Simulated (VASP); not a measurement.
As: single point with PBE

Crystal: As.

```
As
1.0
     1.84240    1.06371    3.44233
    -1.84240    1.06371    3.44233
     0.00000   -2.12742    3.44233
As
2
Cartesian
  0.0000 0.0000 2.3339
  0.0000 0.0000 7.9931
```

| Item | Value |
| --- | --- |
| Program | VASP 6.6.1 |
| Task | single point |
| Functional | PBE |
| Potentials or basis | VASP PAW PBE potentials, release 64 (As) |
| Cutoff | 520 eV |
| k mesh | 9 × 9 × 9 |
| Occupations | fermi-dirac, width 0.05 eV |
| Spin | no spin polarisation |

| Item | Value |
| --- | --- |
| Pressure | 10.0 GPa |
| Largest force | 0.965 eV/Å |
| Band gap on the k mesh | zero (band 5 reaches 6.30 eV, above the bottom of band 6 at 6.14 eV) |

Forces on the atoms (eV/Å):
```
As   0.000  0.000  0.965
As   0.000  0.000 -0.965
```

Stress tensor (GPa, compression positive):
```
10.97  0.00  0.00
 0.00 10.97  0.00
 0.00  0.00  8.08
```

Levels at points of the mesh, in eV from the Fermi level:
| k point | band 1 | band 2 | band 3 | band 4 | band 5 | band 6 | band 7 | band 8 | band 9 | band 10 |
| --- | --- | --- | --- | --- | --- | --- | --- | --- | --- | --- |
| (0.00, 0.00, 0.00) | -15.76 | -5.57 | -2.80 | -2.28 | -2.28 | 1.48 | 2.89 | 2.89 | 6.75 | 6.75 |

Run time: 16 s on 1 thread of Intel(R) Xeon(R) 6975P-C (Granite Rapids), on a shared host, peak memory 0.18 GiB.
